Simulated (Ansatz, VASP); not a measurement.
## Te: VASP beside Ansatz

```
Te
1.0
     4.63249    0.00000    0.00000
    -2.31624    4.01185    0.00000
     0.00000    0.00000    5.88690
Te
3
Cartesian
  1.1747 0.0000 1.9623
  4.0451 1.0174 3.9246
  1.7289 2.9945 0.0000
```

Alike in both runs: task single point; functional r2SCAN; k mesh 8 × 8 × 6; occupations fermi-dirac, width 0.03 eV; no spin polarisation.

|  | VASP | Ansatz |
| --- | --- | --- |
| version | VASP 6.6.1 | Ansatz 0.2.0 |
| potentials or method | VASP PAW PBE potentials, release 64 (Te), cutoff 550 eV | plane waves (500 eV) with PAW, scalar-relativistic |
| valence electrons in the cell | 18 | 48 |

Ansatz gave:

```
pressure (GPa)                                                : 0.0
traceless stress, the component that is largest in VASP (GPa) : 0.07
```

**Question.** What did VASP give for the same quantities?

**Answer.** Pressure (GPa): 0.0; traceless stress, the component that is largest in VASP (GPa): 0.10.

VASP's potentials were made for PBE, not for r2SCAN. The functional is the same, so the differences come from potentials, cutoffs and numerics. VASP's potentials hold 18 valence electrons a cell and Ansatz's 48, so a difference there can come from the potentials and not from the codes.

Neither program's run includes spin-orbit coupling.
